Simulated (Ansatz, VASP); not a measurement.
**Two plane-wave programs on Si2NF2**

```
Si N F
1.0
     3.47472    0.00000    0.00000
    -1.73736    3.00919    0.00000
     0.00000    0.00000    5.95083
Si N F
2 1 2
Direct
  0.33333 0.66667 0.00000
  0.66667 0.33333 0.00000
  0.00000 0.00000 0.50000
  0.00000 0.00000 0.13261
  0.00000 0.00000 0.86739
```

Alike in both runs: task relaxation of cell and atoms; functional PBE; k mesh 6 × 6 × 4; occupations gaussian, width 0.1 eV; collinear spin.

|  | VASP | Ansatz |
| --- | --- | --- |
| version | VASP 6.6.1 | Ansatz 0.2.0 |
| potentials or method | VASP PAW PBE potentials, release 64 (Si, N, F), cutoff 600 eV | scalar-relativistic, plane waves, PAW |
| valence electrons in the cell | 27 | 27 |

```csv
,VASP,Ansatz,Ansatz less VASP
"gap on the k mesh at the Fermi level, each at its own relaxed structure (eV)",none,none,-
net moment per atom (μB),0.40,0.40,0.000
size of the moment on the site where the two differ most (μB),1.29,1.28,-0.008
relaxed volume (Å³/atom),18.85,19.25,+0.402
relaxed length of the cell vector where the two differ most in proportion (Å),6.982,7.060,+0.0776
```

Site moments also hang on the region over which each program counts them. A gap of «none» marks a metal or a gap that the smearing closes.

Noted on VASP's run: the volume moved by over 15 % at a fixed basis, so the end points are rough.
